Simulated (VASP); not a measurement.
Here is a VASP 6.6.1 calculation.

INCAR

```
PREC = Accurate
ENCUT = 520
EDIFF = 1E-6
ISMEAR = -1
SIGMA = 0.02
LREAL = Auto
LASPH = True
NELM = 100
ALGO = Normal
ISIF = 2
LWAVE = False
LCHARG = False
GGA = PE
NBANDS = 53
```

Contents of KPOINTS:

```
Automatic mesh
0
Gamma
  2 2 2
```

POSCAR

```
Si16Ge
1.0
    0.0000000000      5.4300000000      5.4300000000
    5.4300000000      0.0000000000      5.4300000000
    5.4300000000      5.4300000000      0.0000000000
Si Ge
16 1
Direct
    0.0042163922      0.0044326736      0.0042216481
    0.1254209895      0.1261680839      0.1248412238
    0.0039105019      0.0045900530      0.4882801775
    0.1296794346      0.1300225112      0.6206120486
    0.0042754642      0.4894750661      0.0036152695
    0.1297686119      0.6211834203      0.1295360268
   -0.0018649196      0.5012979552      0.5006721629
    0.1296072328      0.6213059386      0.6203965082
    0.4887987222      0.0048319315      0.0034950543
    0.6208179192      0.1300913673      0.1295135706
    0.5009577539     -0.0016012322      0.5007061928
    0.6207301451      0.1301244106      0.6203456468
    0.5009036436      0.5012805703     -0.0020188077
    0.6208837769      0.6214061286      0.1291781119
    0.5008070160      0.5012639366      0.5004715303
    0.6251471890      0.6254166717      0.6249839221
    0.8754101265      0.8761193137      0.8748577134
```

Potentials or basis: VASP PAW PBE potentials, release 64 (Si, Ge_d).

Command:

```bash
$ cat potpaw_PBE.64/Si/POTCAR potpaw_PBE.64/Ge_d/POTCAR > POTCAR
$ mpirun -np 1 vasp_std > vasp.out
```

Question: Predict the band gap on the k mesh.

Answer: Zero (band 39 reaches 6.99 eV, above the bottom of band 40 at 6.68 eV).

Question: Predict the pressure.

Answer: 6.7 GPa.

Question: What does it give for the largest force?

Answer: 0.018 eV/Å.

Forces on the atoms (eV/Å):
```
Si   0.002  0.002  0.004
Si  -0.009 -0.003 -0.015
Si   0.001  0.001  0.001
Si   0.002  0.001  0.000
Si   0.002 -0.005  0.000
Si   0.003 -0.002  0.003
Si   0.005 -0.004 -0.005
Si   0.003 -0.001  0.003
Si  -0.002  0.002 -0.002
Si  -0.001  0.002  0.002
Si  -0.004  0.003 -0.005
Si   0.001  0.002  0.001
Si  -0.005 -0.004  0.007
Si   0.001  0.000  0.004
Si   0.006  0.005  0.008
Si  -0.001  0.000 -0.001
Ge  -0.002 -0.001 -0.003
```

Caveat: the k points lie up to 0.50 Å⁻¹ apart.
